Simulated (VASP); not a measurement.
# ZnS (F-43m) in VASP: a series of runs

The runs below take ZnS through relaxation of cell and atoms, with PBEsol, LDA, r2SCAN.

Everything below comes from runs of VASP 6.6.1. Logs are shortened: lines on timing, memory, paths and dates and some standing lists are left out, and cuts for length are marked.

### 1 The cell of the first run

The structure is cubic, space group F-43m (No. 216). The conventional cell has a = 5.444 Å, b = 5.444 Å, c = 5.444 Å, α = 90.00°, β = 90.00°, γ = 90.00°. Zn (site symmetry -43m) has 4 S at 2.36 Å within 3.1 Å. Within 3.1 Å of S (site symmetry -43m) lie 4 Zn at 2.36 Å.

### 2 Relaxation of cell and atoms, PBEsol

Input file INCAR:

```
SYSTEM = ZnS
  PREC = Accurate
  ENCUT = 600
  EDIFF = 1E-6
  ISMEAR = -1
  SIGMA = 0.02
  LREAL = .FALSE.
  LASPH = .TRUE.
  NELM = 80
  ALGO = Normal
  ISIF = 3
  LWAVE = .FALSE.
  LCHARG = .FALSE.
  GGA = PS
  IBRION = 2
  NSW = 80
  EDIFFG = -0.005
```

Input file KPOINTS:

```
Automatic mesh
0
G
  8 8 8
  0 0 0
```

Input file POSCAR:

```
ZnS
1.0
    0.0000000000      2.7217598590      2.7217598590
    2.7217598590      0.0000000000      2.7217598590
    2.7217598590      2.7217598590      0.0000000000
Zn S
1 1
Direct
    0.0000000000      0.0000000000      0.0000000000
    0.2500000000      0.2500000000      0.2500000000
```

Potentials or basis: VASP PAW PBE potentials, release 64 (Zn, S).

Launch:

```bash
$ cat potpaw_PBE.64/Zn/POTCAR potpaw_PBE.64/S/POTCAR > POTCAR
$ mpirun -np 1 vasp_std > vasp.out
```

OUTCAR:

```text
SYSTEM = ZnS
   PREC = Accurate
   ENCUT = 600
   EDIFF = 1E-6
   ISMEAR = -1
   LREAL = .FALSE.
   LASPH = .TRUE.
   NELM = 80
   ISIF = 3
   GGA = PS
   IBRION = 2
   NSW = 80
   EDIFFG = -0.005

 ion  position               nearest neighbor table
   1  0.000  0.000  0.000-   2 2.36   2 2.36   2 2.36   2 2.36
   2  0.250  0.250  0.250-   1 2.36   1 2.36   1 2.36   1 2.36

  LATTYP: Found a face centered cubic cell.
 ALAT       =     5.4435197180

  Lattice vectors:

 A1 = (   0.0000000000,   2.7217598590,   2.7217598590)
 A2 = (   2.7217598590,   0.0000000000,   2.7217598590)
 A3 = (   2.7217598590,   2.7217598590,   0.0000000000)

Analysis of symmetry for initial positions (statically):
=====================================================================
 Subroutine PRICEL returns:
 Original cell was already a primitive cell.

 Routine SETGRP: Setting up the symmetry group for a
 face centered cubic supercell.

 Subroutine GETGRP returns: Found 24 space group operations
 (whereof 24 operations were pure point group operations)
 out of a pool of 48 trial point group operations.

The static configuration has the point symmetry T_d .

Analysis of symmetry for dynamics (positions and initial velocities):
=====================================================================
 Subroutine PRICEL returns:
 Original cell was already a primitive cell.

 Routine SETGRP: Setting up the symmetry group for a
 face centered cubic supercell.

 Subroutine GETGRP returns: Found 24 space group operations
 (whereof 24 operations were pure point group operations)
 out of a pool of 48 trial point group operations.

The dynamic configuration has the point symmetry T_d .

 Subroutine INISYM returns: Found 24 space group operations
 (whereof 24 operations are pure point group operations),
 and found     1 'primitive' translations

----------------------------------------------------------------------------------------

                                     Primitive cell

  volume of cell :      40.3255

  direct lattice vectors                    reciprocal lattice vectors
     0.000000000  2.721759859  2.721759859    -0.183704671  0.183704671  0.183704671
     2.721759859  0.000000000  2.721759859     0.183704671 -0.183704671  0.183704671
     2.721759859  2.721759859  0.000000000     0.183704671  0.183704671 -0.183704671

  length of vectors
     3.849149706  3.849149706  3.849149706     0.318185824  0.318185824  0.318185824

  position of ions in fractional coordinates (direct lattice)
     0.000000000  0.000000000  0.000000000
     0.250000000  0.250000000  0.250000000

  ion indices of the primitive-cell ions
   primitive index   ion index
[... 90 lines left out ...]
   EFERMI_NEDOS =   21; number of points for ismear=-14 and -15
   IALGO  =     38    algorithm
   IMIX   =      4    mixing-type and parameters
     AMIX     =   0.40;   BMIX     =  1.00
     AMIX_MAG =   1.60;   BMIX_MAG =  1.00
  volume/ion in A,a.u.               =      20.16       136.06
  Fermi-wavevector in a.u.,A,eV,Ry     =   1.251140  2.364312 21.297893  1.565351
  Thomas-Fermi vector in A             =   2.385101
   LORBIT       =      0    0 simple, 1 ext, 2 COOP (PROOUT), +10 PAW based schemes
   GGA     = PS    functional components
   LHFCALC =     F    Hartree Fock is set to
   AEXX    =    0.0000 exact exchange contribution
   IVDW    =     0    specifies the selected vdW correction
   LEPSILON=     F    determine dielectric tensor
   LRPA    =     F    only Hartree local field effects (RPA)
 conjugate gradient relaxation of ions
 non-spin polarized calculation
  energy-cutoff  :      600.00
  volume of cell :       40.33
 maximum number of plane-waves:      1365
   NGX = 15   NGY = 15   NGZ = 15

--------------------------------------- Ionic step        1  -------------------------------------------

 number of electron      18.0000009 magnetization

 Free energy of the ion-electron system (eV)
  ---------------------------------------------------
  ext. energy  EPLUGINS =         0.00000000
  ---------------------------------------------------
  free energy    TOTEN  =        -7.57000275 eV

  energy without entropy =       -7.57000275  energy(sigma->0) =       -7.57000275

------------------------ aborting loop because EDIFF is reached ----------------------------------------

  FORCE on cell =-STRESS in cart. coord.  units (eV):
  Direction    XX          YY          ZZ          XY          YZ          ZX
  --------------------------------------------------------------------------------------
  -------------------------------------------------------------------------------------
  Total       -0.8041220     -0.8041220     -0.8041220      0.0000000     -0.0000000      0.0000000
  in kB      -31.9486965    -31.9486965    -31.9486965      0.0000000     -0.0000000      0.0000000
  external PRESSURE =     -31.9486965 kB  Pullay stress =       0.0000000 kB
[... 23 lines left out ...]
--------------------------------------- Ionic step        2  -------------------------------------------

 number of electron      17.9999988 magnetization

 E-fermi :   2.7525     XC(G=0): -10.0237

 val. band max:        2.3649400241   @ k =   0.0000   0.0000   0.0000
 cond. band min:       4.5039060241   @ k =   0.0000   0.0000   0.0000
 fundamental gap:      2.1389660000
 Fermi energy:         2.7525151758

 k-point     1 :       0.0000    0.0000    0.0000
  band No.  band energies     occupation
      1     -11.0558      2.00000
      2      -4.1650      2.00000
      3      -4.1650      2.00000
      4      -4.1650      2.00000
      5      -3.6214      2.00000
      6      -3.6214      2.00000
      7       2.3649      2.00000
      8       2.3649      2.00000
      9       2.3649      2.00000
     10       4.5039      0.00000
     11       8.6447      0.00000
     12       8.6447      0.00000
     13       8.6447      0.00000
[... 475 lines left out ...]
--------------------------------------- Ionic step        5  -------------------------------------------

 number of electron      17.9999989 magnetization

 Free energy of the ion-electron system (eV)
  ---------------------------------------------------
  ext. energy  EPLUGINS =         0.00000000
  ---------------------------------------------------
  free energy    TOTEN  =        -7.58916241 eV

  energy without entropy =       -7.58916241  energy(sigma->0) =       -7.58916241

 E-fermi :   2.6139     XC(G=0):  -9.9584

 val. band max:        2.2311004272   @ k =   0.0000   0.0000   0.0000
 cond. band min:       4.3094645586   @ k =   0.0000   0.0000   0.0000
 fundamental gap:      2.0783641315
 Fermi energy:         2.6138531576

 k-point     1 :       0.0000    0.0000    0.0000
  band No.  band energies     occupation
      1     -11.0883      2.00000
      2      -4.2373      2.00000
      3      -4.2373      2.00000
      4      -4.2373      2.00000
      5      -3.7105      2.00000
      6      -3.7105      2.00000
      7       2.2311      2.00000
      8       2.2311      2.00000
      9       2.2311      2.00000
     10       4.3095      0.00000
     11       8.5224      0.00000
     12       8.5224      0.00000
     13       8.5224      0.00000
[... 397 lines left out ...]
  FREE ENERGIE OF THE ION-ELECTRON SYSTEM (eV)
  ---------------------------------------------------
  free  energy   TOTEN  =        -7.5891624135 eV

  energy  without entropy=       -7.5891624134  energy(sigma->0) =       -7.58916241

 reached required accuracy - stopping structural energy minimisation
```

Wall time 21 s (1 thread of Intel Xeon 6975P-C (Granite Rapids), shared host); peak memory 0.18 GiB.

What came out:

| Item | Value |
| --- | --- |
| Free energy | -7.5892 eV |
| Relaxed volume | 19.28 Å³/atom |
| Relaxed cell | a = 3.792 Å, b = 3.792 Å, c = 3.792 Å, α = 60.00°, β = 60.00°, γ = 60.00° |
| Space group after relaxing (to 0.05 Å) | F-43m (No. 216) |
| Energy gained by relaxing | 9.6 meV/atom |
| Ionic steps | 5 |
| Pressure after relaxing | 0.0 GPa |
| Band gap on the k mesh | 2.08 eV, direct |

Step by step:
```
step  energy change (eV)  largest force (eV/Å)  pressure (GPa)  volume (Å³)
   1              0.0000                0.0000           -3.19        40.33
   2             -0.0176                0.0000            1.14        38.02
   3             -0.0192                0.0000           -0.09        38.52
   4             -0.0192                0.0000            0.11        38.48
   5             -0.0192                0.0000           -0.04        38.55
```

Final structure:
```
Zn S
1.0
     0.00000    2.68129    2.68129
     2.68129    0.00000    2.68129
     2.68129    2.68129    0.00000
Zn S
1 1
Direct
  0.00000 0.00000 0.00000
  0.25000 0.25000 0.25000
```

Caveat: the PAW data sets were made with another functional, which shifts forces and pressure a little. Expect the measured gap to be larger: semilocal functionals such as PBEsol lack the derivative discontinuity.

### 3 Relaxation of cell and atoms, LDA

Input file INCAR:

```
SYSTEM = ZnS
PREC     = Accurate       ! precision mode
ENCUT    = 600            ! plane-wave cutoff, eV
EDIFF    = 1E-7           ! SCF threshold, eV
ISMEAR   = -1             ! smearing method
SIGMA    = 0.02           ! smearing width, eV
LREAL    = .FALSE.        ! projectors in reciprocal space
LASPH    = .TRUE.         ! aspherical terms in the spheres
NELM     = 100            ! most SCF steps
ALGO     = Normal         ! electronic algorithm
ISIF     = 3              ! what is computed and relaxed
LWAVE    = .FALSE.        ! write WAVECAR
LCHARG   = .FALSE.        ! write CHGCAR
IBRION   = 2              ! ionic algorithm
NSW      = 80             ! ionic steps
EDIFFG   = -0.005         ! ionic threshold
```

Input file KPOINTS:

```
regular mesh
0
G
  8 8 8
  0 0 0
```

POSCAR is that of step 2.

Potentials or basis: VASP PAW LDA potentials, release 64 (Zn, S).

Launch:

```bash
$ cat potpaw_LDA.64/Zn/POTCAR potpaw_LDA.64/S/POTCAR > POTCAR
$ mpirun -np 1 vasp_std > vasp.out
```

Run time: 16 s. Hardware: 1 thread of Intel Xeon 6975P-C (Granite Rapids), shared host; peak memory 0.17 GiB.

It converged, with:

- Free energy: -8.2085 eV
- Relaxed volume: 18.63 Å³/atom
- Relaxed cell: a = 3.749 Å, b = 3.749 Å, c = 3.749 Å, α = 60.00°, β = 60.00°, γ = 60.00°
- Space group after relaxing (to 0.05 Å): F-43m (No. 216)
- Energy gained by relaxing: 29.4 meV/atom
- Ionic steps: 3
- Pressure after relaxing: 0.0 GPa
- Band gap on the k mesh: 2.15 eV, direct

The path:
| step | energy change (eV) | largest force (eV/Å) | pressure (GPa) | volume (Å³) |
| --- | --- | --- | --- | --- |
| 1 | 0.0000 | 0.0000 | -5.73 | 40.33 |
| 2 | -0.0514 | 0.0000 | 2.51 | 36.26 |
| 3 | -0.0589 | 0.0000 | -0.01 | 37.26 |

Final structure:
```cif
data_structure
_symmetry_space_group_name_H-M 'P 1'
_symmetry_Int_Tables_number 1
_cell_length_a 3.7489
_cell_length_b 3.7489
_cell_length_c 3.7489
_cell_angle_alpha 60.000
_cell_angle_beta 60.000
_cell_angle_gamma 60.000
_cell_volume 37.26
loop_
_atom_site_label
_atom_site_type_symbol
_atom_site_fract_x
_atom_site_fract_y
_atom_site_fract_z
_atom_site_occupancy
Zn1 Zn 0.00000 0.00000 0.00000 1
S1 S 0.25000 0.25000 0.25000 1
```

Levels at points of the mesh, in eV from the valence-band top:
| k point | band 5 | band 6 | band 7 | band 8 | band 9 | band 10 | band 11 | band 12 | band 13 |
| --- | --- | --- | --- | --- | --- | --- | --- | --- | --- |
| (0.00, 0.00, 0.00) | -6.19 | -6.19 | 0.00 | 0.00 | 0.00 | 2.15 | 6.21 | 6.21 | 6.21 |
| (0.50, 0.00, 0.00) | -6.16 | -5.97 | -5.76 | -0.96 | -0.96 | 3.23 | 6.76 | 6.76 | 8.84 |
| (0.50, 0.50, 0.00) | -6.11 | -5.95 | -4.90 | -2.46 | -2.46 | 3.06 | 3.89 | 11.14 | 12.18 |

As with any semilocal functional, this LDA gap is likely too small.

### 4 Relaxation of cell and atoms, r2SCAN

POSCAR is that of step 3.

Input file INCAR.step1:

```
PREC = Accurate
ENCUT = 600
ISMEAR = -1
SIGMA = 0.02
LREAL = False
LASPH = True
NELM = 80
GGA = PE
ALGO = Normal
EDIFF = 1E-4
LWAVE = True
LCHARG = False
```

Input file INCAR.step2:

```
PREC = Accurate
ENCUT = 600
EDIFF = 1E-7
ISMEAR = -1
SIGMA = 0.02
LREAL = False
LASPH = True
NELM = 80
ALGO = Normal
ISIF = 3
LWAVE = False
LCHARG = False
METAGGA = R2SCAN
LMIXTAU = True
IBRION = 2
NSW = 80
EDIFFG = -0.005
ISTART = 1
```

Input file KPOINTS:

```
regular mesh
0
Gamma
  8 8 8
```

Potentials or basis: VASP PAW PBE potentials, release 64 (Zn, S).

Launch:

```bash
$ cat potpaw_PBE.64/Zn/POTCAR potpaw_PBE.64/S/POTCAR > POTCAR
$ cp INCAR.step1 INCAR
$ mpirun -np 1 vasp_std > vasp.out
$ cp INCAR.step2 INCAR
$ mpirun -np 1 vasp_std > vasp.out
```

It used 450 s of CPU time on 1 thread of AMD EPYC 7R13 Processor (Zen 3), with other jobs on the host.

It converged, with:

```
Free energy                            : -18.8684 eV
Relaxed volume                         : 19.57 Å³/atom
Relaxed cell                           : a = 3.811 Å, b = 3.811 Å, c = 3.811 Å, α = 60.00°, β = 60.00°, γ = 60.00°
Space group after relaxing (to 0.05 Å) : F-43m (No. 216)
Energy gained by relaxing              : 4.5 meV/atom
Ionic steps                            : 4
Pressure after relaxing                : 0.0 GPa
Band gap on the k mesh                 : 2.71 eV, direct
```

Step by step:
| step | energy change (eV) | largest force (eV/Å) | pressure (GPa) | volume (Å³) |
| --- | --- | --- | --- | --- |
| 1 | 0.0000 | 0.0000 | -2.21 | 40.33 |
| 2 | -0.0081 | 0.0000 | 0.84 | 38.73 |
| 3 | -0.0090 | 0.0000 | 0.09 | 39.09 |
| 4 | -0.0090 | 0.0000 | 0.00 | 39.14 |

Final structure:
```
Zn S
1.0
     0.00000    2.69477    2.69477
     2.69477    0.00000    2.69477
     2.69477    2.69477    0.00000
Zn S
1 1
Direct
  0.00000 0.00000 0.00000
  0.25000 0.25000 0.25000
```

Levels at points of the mesh, in eV from the valence-band top:
```
           k point  band 7  band 8  band 9  band 10  band 11  band 12
(0.00, 0.00, 0.00)    0.00    0.00    0.00     2.71     6.90     6.90
(0.50, 0.00, 0.00)   -5.45   -0.90   -0.90     3.83     7.39     7.39
(0.50, 0.50, 0.00)   -4.65   -2.31   -2.31     3.71     4.48    11.82
```

Caveat: the PAW data sets were made with another functional, which shifts forces and pressure a little. r2SCAN opens gaps a little over a GGA but as a rule still falls short of measured ones.

### 5 The runs side by side

```csv
level,potentials or basis,gap on the mesh (eV),pressure (GPa),relaxed volume (Å³/atom)
PBEsol,"VASP PAW PBE potentials, release 64 (Zn, S)",2.08,0.0,19.28
LDA,"VASP PAW LDA potentials, release 64 (Zn, S)",2.15,0.0,18.63
r2SCAN,"VASP PAW PBE potentials, release 64 (Zn, S)",2.71,0.0,19.57
```

Alike in all rows: task relaxation of cell and atoms; no spin polarisation; cell relaxed; k mesh 8 × 8 × 8; cutoff (eV) 600; smearing fermi-dirac 0.02 eV.

Caveats: the PAW data sets were made with another functional, which shifts forces and pressure a little (some runs).

Total energies depend on the potentials used, so only differences within one code and one set of settings carry meaning.
